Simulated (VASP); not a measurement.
# KI (Fm-3m) in VASP: notebook

The runs below take KI through single point, relaxation of cell and atoms, with PBEsol+D3(BJ), PBEsol, PBEsol+D4.

Program: VASP 6.6.1. These are calculated values, not measurements. Logs are shortened: lines on timing, memory, paths and dates and some standing lists are left out, and cuts for length are marked.

### 1 The cell of the first run

It takes space group Fm-3m (No. 225, cubic). The conventional cell has a = 7.066 Å, b = 7.066 Å, c = 7.066 Å, α = 90.00°, β = 90.00°, γ = 90.00°. Within 4.6 Å of I (site symmetry m-3m) lie 6 K at 3.53 Å. K (site symmetry m-3m) has 6 I at 3.53 Å within 4.6 Å.

### 2 Single point, PBEsol+D3(BJ)

The input, INCAR:

```
SYSTEM = KI
PREC = Accurate
ENCUT = 520
EDIFF = 1E-7
ISMEAR = -1
SIGMA = 0.05
LREAL = .False.
LASPH = .True.
NELM = 60
ALGO = Normal
ISIF = 2
LWAVE = .False.
LCHARG = .False.
GGA = PS
IVDW = 12
NBANDS = 15
```

The input, KPOINTS:

```
Automatic mesh
0
Gamma
  7 7 7
  0 0 0
```

The input, POSCAR:

```
KI
1.0
    0.0000000000      3.5327750000      3.5327750000
    3.5327750000      0.0000000000      3.5327750000
    3.5327750000      3.5327750000      0.0000000000
I K
1 1
Direct
    0.5000000000      0.5000000000      0.5000000000
    0.0000000000      0.0000000000      0.0000000000
```

Potentials or basis: VASP PAW PBE potentials, release 64 (I, K_sv).

On the command line:

```
$ cat potpaw_PBE.64/I/POTCAR potpaw_PBE.64/K_sv/POTCAR > POTCAR
$ mpirun -np 1 vasp_std > vasp.out
```

OUTCAR:

```text
SYSTEM = KI
   PREC = Accurate
   ENCUT = 520
   EDIFF = 1E-7
   ISMEAR = -1
   LREAL = .False.
   LASPH = .True.
   NELM = 60
   ISIF = 2
   GGA = PS
   IVDW = 12
 IVDW          = 12

 ion  position               nearest neighbor table
   1  0.500  0.500  0.500-   2 3.53   2 3.53   2 3.53   2 3.53   2 3.53   2 3.53
   2  0.000  0.000  0.000-   1 3.53   1 3.53   1 3.53   1 3.53   1 3.53   1 3.53

  LATTYP: Found a face centered cubic cell.
 ALAT       =     7.0655500000

  Lattice vectors:

 A1 = (   0.0000000000,   3.5327750000,   3.5327750000)
 A2 = (   3.5327750000,   0.0000000000,   3.5327750000)
 A3 = (   3.5327750000,   3.5327750000,   0.0000000000)

Analysis of symmetry for initial positions (statically):
=====================================================================
 Subroutine PRICEL returns:
 Original cell was already a primitive cell.

 Routine SETGRP: Setting up the symmetry group for a
 face centered cubic supercell.

 Subroutine GETGRP returns: Found 48 space group operations
 (whereof 48 operations were pure point group operations)
 out of a pool of 48 trial point group operations.

The static configuration has the point symmetry O_h .

Analysis of symmetry for dynamics (positions and initial velocities):
=====================================================================
 Subroutine PRICEL returns:
 Original cell was already a primitive cell.

 Routine SETGRP: Setting up the symmetry group for a
 face centered cubic supercell.

 Subroutine GETGRP returns: Found 48 space group operations
 (whereof 48 operations were pure point group operations)
 out of a pool of 48 trial point group operations.

The dynamic configuration has the point symmetry O_h .

 Subroutine INISYM returns: Found 48 space group operations
 (whereof 48 operations are pure point group operations),
 and found     1 'primitive' translations

----------------------------------------------------------------------------------------

                                     Primitive cell

  volume of cell :      88.1816

  direct lattice vectors                    reciprocal lattice vectors
     0.000000000  3.532775000  3.532775000    -0.141531799  0.141531799  0.141531799
     3.532775000  0.000000000  3.532775000     0.141531799 -0.141531799  0.141531799
     3.532775000  3.532775000  0.000000000     0.141531799  0.141531799 -0.141531799

  length of vectors
     4.996098318  4.996098318  4.996098318     0.245140266  0.245140266  0.245140266

  position of ions in fractional coordinates (direct lattice)
     0.500000000  0.500000000  0.500000000
     0.000000000  0.000000000  0.000000000

  ion indices of the primitive-cell ions
   primitive index   ion index
                 1           1
                 2           2

----------------------------------------------------------------------------------------

 KPOINTS: Automatic mesh

Automatic generation of k-mesh.
 Grid dimensions read from file:
 generate k-points for:    7    7    7

 Generating k-lattice:

  Cartesian coordinates                     Fractional coordinates (reciprocal lattice)
    -0.020218828  0.020218828  0.020218828     0.142857143  0.000000000  0.000000000
     0.020218828 -0.020218828  0.020218828     0.000000000  0.142857143  0.000000000
     0.020218828  0.020218828 -0.020218828     0.000000000  0.000000000  0.142857143

  Length of vectors
     0.035020038  0.035020038  0.035020038

  Shift w.r.t. Gamma in fractional coordinates (k-lattice)
     0.000000000  0.000000000  0.000000000

 Subroutine IBZKPT returns following result:
 ===========================================

 Found     20 irreducible k-points:

 Following reciprocal coordinates:
            Coordinates               Weight
  0.000000  0.000000  0.000000      1.000000
  0.142857  0.000000  0.000000      8.000000
  0.285714  0.000000  0.000000      8.000000
  0.428571  0.000000  0.000000      8.000000
  0.142857  0.142857  0.000000      6.000000
  0.285714  0.142857  0.000000     24.000000
[... 12 lines left out ...]
 -0.428571  0.428571  0.142857     24.000000
 -0.285714  0.428571  0.142857     24.000000
   k-points           NKPTS =     20   k-points in BZ     NKDIM =     20   number of bands    NBANDS=     15
   number of dos      NEDOS =    301   number of ions     NIONS =      2
   total plane-waves  NPLWV =  64000
   dimension x,y,z NGX =    40 NGY =   40 NGZ =   40
   dimension x,y,z NGXF=    80 NGYF=   80 NGZF=   80
   ions per type =               1   1
   NGX,Y,Z   is equivalent  to a cutoff of  13.31, 13.31, 13.31 a.u.
   NGXF,Y,Z  is equivalent  to a cutoff of  26.62, 26.62, 26.62 a.u.
 SYSTEM =  KI
   PREC   = accura    normal or accurate (medium, high low for compatibility)
   ISTART =      0    job   : 0-new  1-cont  2-samecut
   ICHARG =      2    charge: 1-file 2-atom 10-const
   ISPIN  =      1    spin polarized calculation?
   LNONCOLLINEAR =      F non collinear calculations
   LSORBIT =      F    spin-orbit coupling
   LASPH  =      T    aspherical Exc in radial PAW
   ENCUT  =  520.0 eV  38.22 Ry    6.18 a.u.   9.29  9.29  9.29*2*pi/ulx,y,z
   NELM   =     60;   NELMIN=  2; NELMDL= -5     # of ELM steps
   EDIFF  = 0.1E-06   stopping-criterion for ELM
   LREAL  =      F    real-space projection
   EDIFFG = 0.1E-05   stopping-criterion for IOM
   NSW    =      0    number of steps for IOM
   IBRION =     -1    ionic relax: 0-MD 1-quasi-New 2-CG
   NFREE  =      0    steps in history (QN), initial steepest desc. (CG)
   ISIF   =      2    stress and relaxation
   ISYM   =      2    0-nonsym 1-usesym 2-fastsym
   POTIM  = 0.5000    time-step for ionic-motion
   TEBEG  =    0.0;   TEEND  =   0.0 temperature during run
   PSTRESS=    0.0 pullay stress
   NELECT =      16.0000    total number of electrons
   NUPDOWN=      -1.0000    fix difference up-down
   EMIN   =  10.00;   EMAX   =-10.00  energy-range for DOS
   EFERMI =   0.00;   METHOD = LEGACY
   ISMEAR =    -1;   SIGMA  =   0.05  broadening in eV -4-tet -1-fermi 0-gaus
   EFERMI_NEDOS =   21; number of points for ismear=-14 and -15
   IALGO  =     38    algorithm
   IMIX   =      4    mixing-type and parameters
     AMIX     =   0.40;   BMIX     =  1.00
     AMIX_MAG =   1.60;   BMIX_MAG =  1.00
  volume/ion in A,a.u.               =      44.09       297.54
  Fermi-wavevector in a.u.,A,eV,Ry     =   0.926806  1.751409 11.686988  0.858969
  Thomas-Fermi vector in A             =   2.052808
   LORBIT       =      0    0 simple, 1 ext, 2 COOP (PROOUT), +10 PAW based schemes
   GGA     = PS    functional components
   LHFCALC =     F    Hartree Fock is set to
   AEXX    =    0.0000 exact exchange contribution
   IVDW    =    12    specifies the selected vdW correction
   LEPSILON=     F    determine dielectric tensor
   LRPA    =     F    only Hartree local field effects (RPA)
 non-spin polarized calculation
  energy-cutoff  :      520.00
  volume of cell :       88.18
 maximum number of plane-waves:      2421
 NGX is ok and might be reduce to    40
   NGX = 19   NGY = 19   NGZ = 19

 number of electron      15.9999999 magnetization

 Free energy of the ion-electron system (eV)
  ---------------------------------------------------
  ext. energy  EPLUGINS =         0.00000000
  ---------------------------------------------------
  free energy    TOTEN  =        -5.81462913 eV

  energy without entropy =       -5.81462913  energy(sigma->0) =       -5.81462913

 E-fermi :   0.5265     XC(G=0):  -7.3417

 val. band max:       -0.5085555267   @ k =   0.0000   0.0000   0.0000
 cond. band min:       3.3056132092   @ k =   0.0000   0.0000   0.0000
 fundamental gap:      3.8141687359
 Fermi energy:         0.5264535440

 k-point     1 :       0.0000    0.0000    0.0000
  band No.  band energies     occupation
      1     -28.8344      2.00000
      2     -12.3868      2.00000
      3     -12.3868      2.00000
      4     -12.3868      2.00000
      5     -11.0457      2.00000
      6      -0.5086      2.00000
      7      -0.5086      2.00000
      8      -0.5086      2.00000
      9       3.3056      0.00000
     10       5.9200      0.00000
     11       5.9200      0.00000
     12       5.9200      0.00000
     13       6.6601      0.00000
     14       6.6601      0.00000
     15       9.0971      0.00000

 k-point     2 :       0.1429    0.0000    0.0000
  band No.  band energies     occupation
      1     -28.8340      2.00000
      2     -12.4216      2.00000
      3     -12.3873      2.00000
      4     -12.3873      2.00000
      5     -10.9869      2.00000
      6      -0.8432      2.00000
      7      -0.5785      2.00000
      8      -0.5785      2.00000
      9       3.7960      0.00000
     10       5.8261      0.00000
     11       6.1390      0.00000
     12       6.1390      0.00000
     13       6.8937      0.00000
     14       6.8937      0.00000
     15       9.7925      0.00000

 k-point     3 :       0.2857    0.0000    0.0000
  band No.  band energies     occupation
      1     -28.8331      2.00000
      2     -12.4915      2.00000
      3     -12.3883      2.00000
      4     -12.3883      2.00000
      5     -10.8618      2.00000
      6      -1.4281      2.00000
      7      -0.7259      2.00000
      8      -0.7259      2.00000
      9       4.5652      0.00000
     10       6.1266      0.00000
     11       6.6925      0.00000
     12       6.6925      0.00000
     13       7.5510      0.00000
     14       7.5510      0.00000
     15       9.4450      0.00000

 k-point     4 :       0.4286    0.0000    0.0000
  band No.  band energies     occupation
      1     -28.8324      2.00000
      2     -12.5412      2.00000
      3     -12.3892      2.00000
      4     -12.3892      2.00000
      5     -10.7664      2.00000
      6      -1.8073      2.00000
      7      -0.8356      2.00000
      8      -0.8356      2.00000
      9       4.8468      0.00000
     10       6.9569      0.00000
     11       7.3758      0.00000
     12       7.3758      0.00000
     13       8.1553      0.00000
     14       8.1553      0.00000
     15       8.7797      0.00000
[... 235 lines left out ...]
 k-point    18 :      -0.4286    0.2857    0.1429
  band No.  band energies     occupation
      1     -28.8319      2.00000
      2     -12.4928      2.00000
      3     -12.4079      2.00000
      4     -12.3972      2.00000
      5     -10.8088      2.00000
      6      -1.5732      2.00000
      7      -1.0772      2.00000
      8      -0.9126      2.00000
      9       5.4390      0.00000
     10       6.1304      0.00000
     11       6.4948      0.00000
     12       7.8552      0.00000
     13       8.0542      0.00000
     14       8.3506      0.00000
     15       9.3974      0.00000

 k-point    19 :      -0.4286    0.4286    0.1429
  band No.  band energies     occupation
      1     -28.8317      2.00000
      2     -12.4503      2.00000
      3     -12.4119      2.00000
      4     -12.4102      2.00000
      5     -10.8554      2.00000
      6      -1.4661      2.00000
      7      -1.0198      2.00000
      8      -0.9915      2.00000
      9       4.9135      0.00000
     10       5.7112      0.00000
     11       6.8612      0.00000
     12       7.8241      0.00000
     13       8.0899      0.00000
     14       8.9476      0.00000
     15       9.4166      0.00000

 k-point    20 :      -0.2857    0.4286    0.1429
  band No.  band energies     occupation
      1     -28.8316      2.00000
      2     -12.4571      2.00000
      3     -12.4220      2.00000
      4     -12.4069      2.00000
      5     -10.8312      2.00000
      6      -1.3200      2.00000
      7      -1.2989      2.00000
      8      -0.9990      2.00000
      9       5.4796      0.00000
     10       6.1676      0.00000
     11       6.2637      0.00000
     12       7.6095      0.00000
     13       8.2158      0.00000
     14       8.7742      0.00000
     15       9.5639      0.00000

------------------------ aborting loop because EDIFF is reached ----------------------------------------

 Edisp (eV)   -0.47063

 E8    (eV) :    -0.3329

  FORCE on cell =-STRESS in cart. coord.  units (eV):
  Direction    XX          YY          ZZ          XY          YZ          ZX
  --------------------------------------------------------------------------------------
  -------------------------------------------------------------------------------------
  Total      -0.62082    -0.62082    -0.62082    -0.00000    -0.00000    -0.00000
  in kB     -11.27964   -11.27964   -11.27964    -0.00000    -0.00000    -0.00000
  external pressure =      -11.28 kB  Pullay stress =        0.00 kB

 VOLUME and BASIS-vectors are now :
 -----------------------------------------------------------------------------
  energy-cutoff  :      520.00
  volume of cell :       88.18
      direct lattice vectors                 reciprocal lattice vectors
     0.000000000  3.532775000  3.532775000    -0.141531799  0.141531799  0.141531799
     3.532775000  0.000000000  3.532775000     0.141531799 -0.141531799  0.141531799
     3.532775000  3.532775000  0.000000000     0.141531799  0.141531799 -0.141531799

 POSITION                                       TOTAL-FORCE (eV/Angst)
 -----------------------------------------------------------------------------------
      3.53277      3.53277      3.53277         0.000000      0.000000      0.000000
      0.00000      0.00000      0.00000        -0.000000     -0.000000      0.000000
 -----------------------------------------------------------------------------------
    total drift:                                0.000000     -0.000000     -0.000000

  FREE ENERGIE OF THE ION-ELECTRON SYSTEM (eV)
  ---------------------------------------------------
  free  energy   TOTEN  =        -6.2852613484 eV

  energy  without entropy=       -6.2852613483  energy(sigma->0) =       -6.28526135
```

Run time: 28 s. Hardware: 1 thread of Intel Xeon Platinum 8488C (Sapphire Rapids), shared host; peak memory 0.24 GiB.

Results:

```yaml
Free_energy: -6.2853 eV
Pressure: -1.1 GPa
Band_gap_on_the_k_mesh: 3.81 eV
Dispersion_energy_per_atom: -0.235 eV
```

Levels at points of the mesh, in eV from the valence-band top:
| k point | band 5 | band 6 | band 7 | band 8 | band 9 | band 10 | band 11 | band 12 |
| --- | --- | --- | --- | --- | --- | --- | --- | --- |
| (0.00, 0.00, 0.00) | -10.54 | 0.00 | 0.00 | 0.00 | 3.81 | 6.43 | 6.43 | 6.43 |

Caveat: three body term missing; the PAW data sets were made with another functional, which shifts forces and pressure a little; spin-orbit coupling is left out, which moves the levels of the heavy elements; an odd mesh through Γ misses points on the zone boundary, where band edges can lie.

### 3 Relaxation of cell and atoms, PBEsol

The input, INCAR:

```
SYSTEM = KI
ALGO = Normal ; EDIFF = 1E-6
EDIFFG = -0.01 ; ENCUT = 600
GGA = PS ; IBRION = 2
ISIF = 3 ; ISMEAR = -1
LASPH = .TRUE. ; LCHARG = .FALSE.
LREAL = .FALSE. ; LWAVE = .FALSE.
NELM = 100 ; NSW = 60
PREC = Accurate ; SIGMA = 0.05
```

The input, KPOINTS:

```
k-points
0
G
  7 7 7
  0 0 0
```

POSCAR is that of step 2.

Potentials or basis: VASP PAW PBE potentials, release 64 (I, K_sv).

On the command line:

```
$ cat potpaw_PBE.64/I/POTCAR potpaw_PBE.64/K_sv/POTCAR > POTCAR
$ mpirun -np 1 vasp_std > vasp.out
```

Run time: 57 s. Hardware: 1 thread of Intel Xeon Platinum 8488C (Sapphire Rapids), shared host; peak memory 0.24 GiB.

It converged, with:

* Free energy: -5.8161 eV
* Relaxed volume: 43.17 Å³/atom
* Relaxed cell: a = 4.961 Å, b = 4.961 Å, c = 4.961 Å, α = 60.00°, β = 60.00°, γ = 60.00°
* Space group after relaxing (to 0.1 Å): Fm-3m (No. 225)
* Energy gained by relaxing: 0.7 meV/atom
* Ionic steps: 5
* Pressure after relaxing: 0.0 GPa
* Band gap on the k mesh: 3.86 eV

Step by step:
```
step  energy change (eV)  largest force (eV/Å)  pressure (GPa)  volume (Å³)
   1              0.0000                0.0000           -0.24        88.18
   2             -0.0010                0.0000           -0.13        87.36
   3             -0.0013                0.0000           -0.07        86.84
   4             -0.0013                0.0000            0.07        85.82
   5             -0.0015                0.0000           -0.01        86.35
```

Final structure:
```
I K
1.0
     0.00000    3.50811    3.50811
     3.50811    0.00000    3.50811
     3.50811    3.50811    0.00000
I K
1 1
Direct
  0.50000 0.50000 0.50000
  0.00000 0.00000 0.00000
```

Levels at points of the mesh, in eV from the valence-band top:
| k point | band 5 | band 6 | band 7 | band 8 | band 9 | band 10 | band 11 | band 12 |
| --- | --- | --- | --- | --- | --- | --- | --- | --- |
| (0.00, 0.00, 0.00) | -10.57 | 0.00 | 0.00 | 0.00 | 3.86 | 6.42 | 6.42 | 6.42 |

Caveat: the PAW data sets were made with another functional, which shifts forces and pressure a little; spin-orbit coupling is left out, which moves the levels of the heavy elements. As with any semilocal functional, this PBEsol gap is likely too small.

(Continued in part 2 of 2.)
